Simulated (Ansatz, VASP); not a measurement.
**Two plane-wave programs on Ag2IBr**

File INCAR:

```
SYSTEM = Ag2IBr
PREC = Accurate
ENCUT = 520
EDIFF = 1E-7
ISMEAR = 0
SIGMA = 0.01
LREAL = .FALSE.
LASPH = .TRUE.
NELM = 60
ALGO = Normal
ISIF = 2
LWAVE = .FALSE.
LCHARG = .FALSE.
GGA = PE
NBANDS = 26
```

File KPOINTS:

```
regular mesh
0
G
  6 6 4
  0 0 0
```

Contents of POSCAR:

```
Ag2IBr
1.0
    4.1860730232      0.0000000000      0.0000000000
    0.0000000000      4.1860730232      0.0000000000
    0.0000000000      0.0000000000      5.8261930229
Br Ag I
1 2 1
Direct
    0.0000000000      0.0000000000      0.0000000000
    0.0000000000      0.0000000000      0.5000000000
    0.5000000000      0.5000000000      0.0000000000
    0.5000000000      0.5000000000      0.5000000000
```

Input for Ansatz:

```yaml
crystal:
  lattice:
    - [4.1860730232, 0.0, 0.0]
    - [0.0, 4.1860730232, 0.0]
    - [0.0, 0.0, 5.8261930229]
  atoms:
    - { symbol: Br, position: [0.0, 0.0, 0.0] }
    - { symbol: Ag, position: [0.0, 0.0, 0.5] }
    - { symbol: I, position: [0.5, 0.5, 0.5] }
    - { symbol: Ag, position: [0.5, 0.5, 0.0] }
kpoints:
  mp_grid: { grid: [6, 6, 4] }
hamiltonian:
  xc: pbe
scf:
  occupations: { method: fixed }
  n_extra_bands: 5
output:
  forces: true
  stress: true
  eigenvalues: true
```

Alike in both runs: task single point; functional PBE; k mesh 6 × 6 × 4; no spin polarisation.

|  | VASP | Ansatz |
| --- | --- | --- |
| version | VASP 6.6.1 | Ansatz 0.2.0 |
| potentials or method | VASP PAW PBE potentials, release 64 (Br, Ag, I) | plane waves, PAW |
| plane-wave cutoff (eV) | 520 | 420 |
| occupations | gaussian, width 0.01 eV | fixed |
| valence electrons in the cell | 36 | 62 |

```csv
,VASP,Ansatz,Ansatz less VASP
gap on the k mesh at the Fermi level (eV),0.45,0.44,-0.002
pressure (GPa),2.6,2.7,+0.08
```

VASP's potentials hold 36 valence electrons a cell and Ansatz's 62, so a difference there can come from the potentials and not from the codes.

Neither program's run includes spin-orbit coupling.
